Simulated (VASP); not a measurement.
KYSe2: single point with HSE06

The system is KYSe2.

```
K Se Y
1.0
     4.31975    0.00000    0.00000
     0.00000    4.31975    0.00000
     0.00000    0.00000    5.86828
K Se Y
1 2 1
Direct
  0.00000 0.00000 0.00000
  0.00000 0.00000 0.50000
  0.50000 0.50000 0.00000
  0.50000 0.50000 0.50000
```

```yaml
Program: VASP 6.6.1
Task: single point
Functional: HSE06
Potentials_or_basis: VASP PAW PBE potentials, release 64 (K_sv, Se, Y_sv)
Cutoff: 400 eV
k_mesh: 4 × 4 × 4
Occupations: gaussian, width 0.01 eV
Spin: no spin polarisation
```

```json
{
 "Pressure": "-0.1 GPa",
 "Band gap on the k mesh": "0.94 eV"
}
```

Stress tensor (GPa, compression positive):
```
 0.00  0.00  0.00
 0.00  0.00  0.00
 0.00  0.00 -0.42
```

Levels at points of the mesh, in eV from the valence-band top:
```csv
k point,band 14,band 15,band 16,band 17,band 18,band 19
"(0.00, 0.00, 0.00)",-0.47,0.00,0.00,0.94,2.73,2.73
"(0.50, 0.00, 0.00)",-1.86,-1.73,-0.63,3.36,3.60,3.81
"(0.50, 0.50, 0.00)",-1.18,-0.72,-0.72,1.65,1.65,3.62
"(0.00, 0.00, 0.50)",-1.96,-0.51,-0.51,1.04,2.76,2.90
"(0.50, 0.00, 0.50)",-2.58,-1.02,-0.91,3.88,4.43,4.46
"(0.50, 0.50, 0.50)",-2.00,-1.52,-1.52,3.59,3.59,3.69
```

Run time: 77 min on 1 thread of Intel Xeon 8259CL, with other jobs on the host, peak memory 0.33 GiB.

Caveat: the PAW data sets were made with another functional, which shifts forces and pressure a little. A k mesh can miss the band edges.
